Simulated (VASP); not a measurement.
A run of VASP 6.6.1:

INCAR

```
SYSTEM = CdInO4
PREC = Accurate
ENCUT = 520
EDIFF = 1E-7
ISMEAR = 0
SIGMA = 0.1
LREAL = .False.
LASPH = .True.
NELM = 60
ALGO = Normal
ISIF = 2
LWAVE = .False.
LCHARG = .False.
GGA = PE
NBANDS = 34
```

The input KPOINTS:

```
regular mesh
0
Gamma
  4 4 4
  0 0 0
```

Contents of POSCAR:

```
CdInO4
1.0
    4.0598980445      0.0000000000      0.0000000000
    0.0000000000      4.0598980445      0.0000000000
    0.0000000000      0.0000000000      6.0331228475
Cd In O
1 1 4
Direct
    0.5000000000      0.5000000000      0.5000000000
    0.0000000000      0.0000000000      0.0000000000
    0.0000000000      0.0000000000      0.6158829932
    0.5000000000      0.0000000000      0.0000000000
    0.0000000000      0.5000000000      0.0000000000
    0.0000000000      0.0000000000      0.3841170068
```

Potentials or basis: VASP PAW PBE potentials, release 64 (Cd, In_d, O).

Command:

```sh
$ cat potpaw_PBE.64/Cd/POTCAR potpaw_PBE.64/In_d/POTCAR potpaw_PBE.64/O/POTCAR > POTCAR
$ mpirun -np 1 vasp_std > vasp.out
```

Hardware: 1 thread of Intel(R) Xeon(R) Platinum 8488C (Sapphire Rapids) (shared host).

Problem. Estimate the wall time of this run.

Solution. Wall time 61 s on 1 thread of Intel(R) Xeon(R) Platinum 8488C (Sapphire Rapids), on a shared host, peak memory 0.22 GiB. Counts: scf iterations 21, k points 18.
